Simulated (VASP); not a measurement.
# Hf (P6_3/mmc) in VASP: notebook

The runs below take Hf through single point, relaxation of cell and atoms, with PBEsol.

All numbers are computed with VASP 6.6.1; they aren't measurements. Logs are shortened: lines on timing, memory, paths and dates and some standing lists are left out, and cuts for length are marked.

**1. The cell of the first run**

The structure is hexagonal, space group P6_3/mmc (No. 194). Conventional cell: a = 3.159 Å, b = 3.159 Å, c = 5.001 Å, α = 90.00°, β = 90.00°, γ = 120.00°. Hf (site symmetry -6m2) has 12 Hf at 3.09 to 3.16 Å within 4.1 Å.

**2. Single point, PBEsol**

Contents of INCAR:

```
SYSTEM = Hf
PREC     = Accurate       ! precision mode
ENCUT    = 520            ! plane-wave cutoff, eV
EDIFF    = 1E-6           ! SCF threshold, eV
ISMEAR   = 0              ! smearing method
SIGMA    = 0.1            ! smearing width, eV
LREAL    = .False.        ! projectors in reciprocal space
LASPH    = .True.         ! aspherical terms in the spheres
NELM     = 60             ! most SCF steps
ALGO     = Normal         ! electronic algorithm
ISIF     = 2              ! what is computed and relaxed
LWAVE    = .False.        ! write WAVECAR
LCHARG   = .False.        ! write CHGCAR
GGA      = PS             ! functional
NBANDS   = 17             ! bands
```

Contents of KPOINTS:

```
Automatic mesh
0
Gamma
  18 18 8
  0 0 0
```

Contents of POSCAR:

```
Hf
1.0
    3.1587228426      0.0000000000      0.0000000000
   -1.5793614213      2.7355342252      0.0000000000
    0.0000000000      0.0000000000      5.0005365362
Hf
2
Direct
    0.3333333333      0.6666666667      0.2500000000
    0.6666666667      0.3333333333      0.7500000000
```

Potentials or basis: VASP PAW PBE potentials, release 64 (Hf_pv).

The run is started by

```sh
cat potpaw_PBE.64/Hf_pv/POTCAR > POTCAR
mpirun -np 1 vasp_std > vasp.out
```

OUTCAR:

```text
SYSTEM = Hf
   PREC = Accurate
   ENCUT = 520
   EDIFF = 1E-6
   ISMEAR = 0
   LREAL = .False.
   LASPH = .True.
   NELM = 60
   ISIF = 2
   GGA = PS

 ion  position               nearest neighbor table
   1  0.333  0.667  0.250-   2 3.09   2 3.09   2 3.09   2 3.09   2 3.09   2 3.09
   2  0.667  0.333  0.750-   1 3.09   1 3.09   1 3.09   1 3.09   1 3.09   1 3.09

  LATTYP: Found a hexagonal cell.
 ALAT       =     3.1587228426
 C/A-ratio  =     1.5830880977

  Lattice vectors:

 A1 = (   3.1587228426,   0.0000000000,   0.0000000000)
 A2 = (  -1.5793614213,   2.7355342252,   0.0000000000)
 A3 = (   0.0000000000,   0.0000000000,   5.0005365362)

Analysis of symmetry for initial positions (statically):
=====================================================================
 Subroutine PRICEL returns:
 Original cell was already a primitive cell.

 Routine SETGRP: Setting up the symmetry group for a
 hexagonal supercell.

 Subroutine GETGRP returns: Found 24 space group operations
 (whereof 12 operations were pure point group operations)
 out of a pool of 24 trial point group operations.

The static configuration has the point symmetry D_3d.
 The point group associated with its full space group is D_6h.

Analysis of symmetry for dynamics (positions and initial velocities):
=====================================================================
 Subroutine PRICEL returns:
 Original cell was already a primitive cell.

 Routine SETGRP: Setting up the symmetry group for a
 hexagonal supercell.

 Subroutine GETGRP returns: Found 24 space group operations
 (whereof 12 operations were pure point group operations)
 out of a pool of 24 trial point group operations.

The dynamic configuration has the point symmetry D_3d.
 The point group associated with its full space group is D_6h.

 Subroutine INISYM returns: Found 24 space group operations
 (whereof 12 operations are pure point group operations),
 and found     1 'primitive' translations

----------------------------------------------------------------------------------------

                                     Primitive cell

  volume of cell :      43.2086

  direct lattice vectors                    reciprocal lattice vectors
     3.158722843  0.000000000  0.000000000     0.316583648  0.182779654  0.000000000
    -1.579361421  2.735534225  0.000000000     0.000000000  0.365559309  0.000000000
     0.000000000  0.000000000  5.000536536     0.000000000  0.000000000  0.199978541

  length of vectors
[... 83 lines left out ...]
   LREAL  =      F    real-space projection
   EDIFFG = 0.1E-04   stopping-criterion for IOM
   NSW    =      0    number of steps for IOM
   IBRION =     -1    ionic relax: 0-MD 1-quasi-New 2-CG
   NFREE  =      0    steps in history (QN), initial steepest desc. (CG)
   ISIF   =      2    stress and relaxation
   ISYM   =      2    0-nonsym 1-usesym 2-fastsym
   POTIM  = 0.5000    time-step for ionic-motion
   TEBEG  =    0.0;   TEEND  =   0.0 temperature during run
   PSTRESS=    0.0 pullay stress
   NELECT =      20.0000    total number of electrons
   NUPDOWN=      -1.0000    fix difference up-down
   EMIN   =  10.00;   EMAX   =-10.00  energy-range for DOS
   EFERMI =   0.00;   METHOD = LEGACY
   ISMEAR =     0;   SIGMA  =   0.10  broadening in eV -4-tet -1-fermi 0-gaus
   EFERMI_NEDOS =   21; number of points for ismear=-14 and -15
   IALGO  =     38    algorithm
   IMIX   =      4    mixing-type and parameters
     AMIX     =   0.40;   BMIX     =  1.00
     AMIX_MAG =   1.60;   BMIX_MAG =  1.00
  volume/ion in A,a.u.               =      21.60       145.79
  Fermi-wavevector in a.u.,A,eV,Ry     =   1.266372  2.393097 21.819647  1.603699
  Thomas-Fermi vector in A             =   2.399576
   LORBIT       =      0    0 simple, 1 ext, 2 COOP (PROOUT), +10 PAW based schemes
   GGA     = PS    functional components
   LHFCALC =     F    Hartree Fock is set to
   AEXX    =    0.0000 exact exchange contribution
   IVDW    =     0    specifies the selected vdW correction
   LEPSILON=     F    determine dielectric tensor
   LRPA    =     F    only Hartree local field effects (RPA)
 non-spin polarized calculation
 Gauss-broadening in eV      SIGMA  =   0.10
  energy-cutoff  :      520.00
  volume of cell :       43.21
 maximum number of plane-waves:      1194
 NGX is ok and might be reduce to    24
   NGX = 11   NGY = 11   NGZ = 19

 number of electron      19.9999996 magnetization

 Free energy of the ion-electron system (eV)
  ---------------------------------------------------
  ext. energy  EPLUGINS =         0.00000000
  ---------------------------------------------------
  free energy    TOTEN  =       -21.01056907 eV

  energy without entropy =      -21.00386010  energy(sigma->0) =      -21.00721458

 E-fermi :   5.0218     XC(G=0): -11.5518

 val. band max:        5.0180320977   @ k =   0.2778   0.2778   0.2500
 cond. band min:       5.0453396980   @ k =   0.1667   0.0000   0.3750
 fundamental gap:      0.0273076003
 Fermi energy:         5.0217955929

 k-point     1 :       0.0000    0.0000    0.0000
  band No.  band energies     occupation
      1     -26.0059      2.00000
      2     -25.1666      2.00000
      3     -25.1666      2.00000
      4     -25.0259      2.00000
      5     -25.0233      2.00000
      6     -25.0233      2.00000
[... 457 lines left out ...]
      4     -25.3975      2.00000
      5     -25.2729      2.00000
      6     -25.1713      2.00000
[... 9 lines left out ...]
     16      11.4596      0.00000
     17      12.0272      0.00000

 [... further k-points ...]

------------------------ aborting loop because EDIFF is reached ----------------------------------------

  FORCE on cell =-STRESS in cart. coord.  units (eV):
  Direction    XX          YY          ZZ          XY          YZ          ZX
  --------------------------------------------------------------------------------------
  -------------------------------------------------------------------------------------
  Total       -0.0938767     -0.0938767     -0.1222160     -0.0000000      0.0000000      0.0000000
  in kB       -3.4809520     -3.4809520     -4.5317768     -0.0000000      0.0000000      0.0000000
  external PRESSURE =      -3.8312269 kB  Pullay stress =       0.0000000 kB

 VOLUME and BASIS-vectors are now :
 -----------------------------------------------------------------------------
  energy-cutoff  :      520.00
  volume of cell :       43.21
      direct lattice vectors                 reciprocal lattice vectors
     3.158722843  0.000000000  0.000000000     0.316583648  0.182779654  0.000000000
    -1.579361421  2.735534225  0.000000000     0.000000000  0.365559309  0.000000000
     0.000000000  0.000000000  5.000536536     0.000000000  0.000000000  0.199978541

 POSITION                                       TOTAL-FORCE (eV/Angst)
 -----------------------------------------------------------------------------------
     -0.00000      1.82369      1.25013         0.000000     -0.000000      0.000000
      1.57936      0.91184      3.75040        -0.000000      0.000000      0.000000
 -----------------------------------------------------------------------------------
    total drift:                               -0.000000      0.000000     -0.000000

  FREE ENERGIE OF THE ION-ELECTRON SYSTEM (eV)
  ---------------------------------------------------
  free  energy   TOTEN  =       -21.0105690675 eV

  energy  without entropy=      -21.0038600976  energy(sigma->0) =      -21.00721458
```

OSZICAR:

```text
N       E                     dE             d eps       ncg     rms          rms(c)
DAV:   1     0.495996567721E+02    0.49600E+02   -0.11460E+04  6322   0.113E+03
DAV:   2    -0.199138644690E+02   -0.69514E+02   -0.67778E+02  8209   0.250E+02
DAV:   3    -0.217511371200E+02   -0.18373E+01   -0.18209E+01  7911   0.272E+01
DAV:   4    -0.217654747493E+02   -0.14338E-01   -0.14328E-01  8029   0.287E+00
DAV:   5    -0.217656149586E+02   -0.14021E-03   -0.14018E-03  8041   0.248E-01    0.670E+01
DAV:   6    -0.212149181629E+02    0.55070E+00   -0.48997E-01  7474   0.442E+00    0.396E+01
DAV:   7    -0.210207663807E+02    0.19415E+00   -0.81079E-01  7726   0.547E+00    0.187E+00
DAV:   8    -0.210104713139E+02    0.10295E-01   -0.50570E-02  7332   0.147E+00    0.333E-01
DAV:   9    -0.210105775323E+02   -0.10622E-03   -0.11426E-03  8469   0.236E-01    0.188E-01
DAV:  10    -0.210105672272E+02    0.10305E-04   -0.41380E-05  7435   0.440E-02    0.162E-01
DAV:  11    -0.210105689455E+02   -0.17184E-05   -0.34568E-06  7916   0.125E-02    0.157E-02
DAV:  12    -0.210105690675E+02   -0.12196E-06   -0.33543E-07  4299   0.399E-03
   1 F= -.21010569E+02 E0= -.21007215E+02  d E =-.670897E-02
```

Run time: 2.2 min. Hardware: 1 thread of Intel Xeon 8259CL, shared host; peak memory 0.25 GiB.

What came out:

| Property | Result |
| --- | --- |
| Free energy | -21.0106 eV |
| Pressure | -0.4 GPa |
| Band gap on the k mesh | zero (bands 10 and 11 overlap by 1.56 eV) |

Levels at points of the mesh, in eV from the Fermi level:
```csv
k point,band 6,band 7,band 8,band 9,band 10,band 11,band 12,band 13,band 14,band 15
"(0.00, 0.00, 0.00)",-30.05,-7.53,-3.85,0.77,1.16,1.16,1.44,2.01,2.01,2.68
"(0.50, 0.00, 0.00)",-30.15,-3.44,-2.90,-2.36,-0.74,0.75,0.89,1.71,6.11,6.64
"(0.00, 0.00, 0.50)",-30.12,-5.48,-5.48,0.11,0.11,1.04,1.04,1.04,1.04,4.94
"(0.50, 0.00, 0.50)",-30.27,-3.55,-3.55,-1.07,-1.07,1.29,1.29,2.69,2.69,6.31
```

Caveat: the PAW data sets were made with another functional, which shifts forces and pressure a little; spin-orbit coupling is left out, which moves the levels of the heavy elements.

**3. Single point, PBEsol**

This run uses another cell than the first one, of 20.16 Å³/atom.

Contents of INCAR:

```
SYSTEM = Hf
ALGO     = Fast           ! electronic algorithm
EDIFF    = 1E-6           ! SCF threshold, eV
ENCUT    = 520            ! plane-wave cutoff, eV
GGA      = PS             ! functional
ISIF     = 2              ! what is computed and relaxed
ISMEAR   = 0              ! smearing method
LASPH    = .True.         ! aspherical terms in the spheres
LCHARG   = .False.        ! write CHGCAR
LREAL    = .False.        ! projectors in reciprocal space
LWAVE    = .False.        ! write WAVECAR
NBANDS   = 17             ! bands
NELM     = 60             ! most SCF steps
PREC     = Accurate       ! precision mode
SIGMA    = 0.1            ! smearing width, eV
```

Contents of KPOINTS:

```
k-points
0
Gamma
  6 6 4
  0 0 0
```

Contents of POSCAR:

```
Hf
1.0
    3.0870934834      0.0000000000      0.0000000000
   -1.5435467417      2.6735013805      0.0000000000
    0.0000000000      0.0000000000      4.8864448647
Hf
2
Direct
    0.3333333333      0.6666666667      0.2500000000
    0.6666666667      0.3333333333      0.7500000000
```

Potentials or basis: VASP PAW PBE potentials, release 64 (Hf_pv).

The run is started by

```sh
cat potpaw_PBE.64/Hf_pv/POTCAR > POTCAR
mpirun -np 1 vasp_std > vasp.out
```

It took 12 s on 1 thread of Intel Xeon 8259CL, shared host; peak memory 0.15 GiB.

Results (log left out):

| Item | Value |
| --- | --- |
| Free energy | -20.9174 eV |
| Pressure | 8.1 GPa |
| Band gap on the k mesh | zero (bands 10 and 11 overlap by 1.24 eV) |

Stress tensor (GPa, compression positive):
```
7.95 0.00 0.00
0.00 7.95 0.00
0.00 0.00 8.54
```

Levels at points of the mesh, in eV from the Fermi level:
```tsv
k point	band 6	band 7	band 8	band 9	band 10	band 11	band 12	band 13	band 14	band 15
(0.00, 0.00, 0.00)	-29.85	-7.82	-4.14	1.00	1.10	1.10	1.41	2.04	2.04	2.76
(0.50, 0.00, 0.00)	-29.97	-3.62	-3.24	-2.66	-0.66	0.65	0.92	1.79	6.53	7.12
(0.00, 0.00, 0.50)	-29.94	-5.64	-5.64	0.03	0.03	0.98	0.98	0.98	0.98	5.25
(0.50, 0.00, 0.50)	-30.13	-3.85	-3.85	-1.28	-1.28	1.50	1.50	2.78	2.78	6.73
```

Caveat: the k points lie up to 0.39 Å⁻¹ apart, too coarse for converged energies and pressures of a metal; the PAW data sets were made with another functional, which shifts forces and pressure a little; spin-orbit coupling is left out, which moves the levels of the heavy elements.

(Part 1 of 3 ends here.)
